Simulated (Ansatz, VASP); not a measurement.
One calculation of Ru, two programs

```
Ru
1.0
     2.70000    0.00000    0.00000
     1.35000    2.33827    0.00000
     0.00000    0.00000   26.69200
Ru
6
Direct
  0.66667 0.66667 0.30418
  0.00000 0.00000 0.38033
  0.66667 0.66667 0.45970
  0.00000 0.00000 0.54030
  0.66667 0.66667 0.61967
  0.00000 0.00000 0.69582
```

Alike in both runs: functional PBEsol; k mesh 14 × 14 × 1; no spin polarisation.

Ansatz relaxed the structure, and its values are those at the end. VASP's run is a single point on that final structure, the one shown.

|  | VASP | Ansatz |
| --- | --- | --- |
| version | VASP 6.6.1 | Ansatz 0.2.0 |
| potentials or method | VASP PAW PBE potentials, release 64 (Ru_pv) | plane-wave PAW, scalar-relativistic |
| plane-wave cutoff (eV) | 520 | 420 |
| occupations | methfessel-paxton of order 1, width 0.1 eV | cold, width 0.1 eV |
| valence electrons in the cell | 84 | 96 |

|  | VASP | Ansatz | Ansatz less VASP |
| --- | --- | --- | --- |
| rms of the force components (eV/Å) | 0.009 | 0.001 | -0.0083 |

VASP's potentials were made for PBE, not for PBEsol. VASP's potentials hold 84 valence electrons a cell and Ansatz's 96, so a difference there can come from the potentials and not from the codes.
